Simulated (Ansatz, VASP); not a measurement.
Two plane-wave programs on SnTe

Contents of INCAR:

```
SYSTEM = SnTe
PREC = Accurate
ENCUT = 520
EDIFF = 1E-6
ISMEAR = 0
SIGMA = 0.05
LREAL = .False.
LASPH = .True.
NELM = 80
ALGO = Normal
ISIF = 2
LWAVE = .False.
LCHARG = .True.
GGA = CA
LELF = .True.
LVHAR = .True.
NBANDS = 17
```

The input KPOINTS:

```
Automatic mesh
0
Gamma
  4 4 4
  0 0 0
```

File POSCAR:

```
SnTe
1.0
    0.0000000000      3.4471275172      3.4471275172
    3.4471275172      0.0000000000      3.4471275172
    3.4471275172      3.4471275172      0.0000000000
Sn Te
1 1
Direct
    0.0000000000      0.0000000000      0.0000000000
    0.2500000000      0.2500000000      0.2500000000
```

Input for Ansatz:

```yaml
crystal:
  lattice:
    - [0.0, 3.4471275172, 3.4471275172]
    - [3.4471275172, 0.0, 3.4471275172]
    - [3.4471275172, 3.4471275172, 0.0]
  atoms:
    - { symbol: Sn, position: [0.0, 0.0, 0.0] }
    - { symbol: Te, position: [0.25, 0.25, 0.25] }
basis:
  ecutwfc: 420
kpoints:
  mp_grid: { grid: [4, 4, 4] }
hamiltonian:
  xc: lda
scf:
  occupations: { method: gaussian, width: 0.05 }
output:
  forces: true
  stress: true
  eigenvalues: true
```

Alike in both runs: task single point; functional LDA; k mesh 4 × 4 × 4; occupations gaussian, width 0.05 eV; no spin polarisation.

|  | VASP | Ansatz |
| --- | --- | --- |
| version | VASP 6.6.1 | Ansatz 0.2.0 |
| potentials or method | VASP PAW LDA potentials, release 64 (Sn_d, Te), cutoff 520 eV | scalar-relativistic, plane waves, PAW |
| valence electrons in the cell | 20 | 30 |

|  | VASP | Ansatz | Ansatz less VASP |
| --- | --- | --- | --- |
| gap on the k mesh at the Fermi level (eV) | none | none | - |
| pressure (GPa) | 0.3 | 0.3 | -0.02 |

LDA's correlation is that of Perdew and Zunger in VASP and of Perdew and Wang (1992) in Ansatz. A gap of «none» marks a metal or a gap that the smearing closes. VASP's potentials hold 20 valence electrons a cell and Ansatz's 30, so a difference there can come from the potentials and not from the codes.

The k mesh is coarse, so the values compare programs but aren't converged. Neither program's run includes spin-orbit coupling.
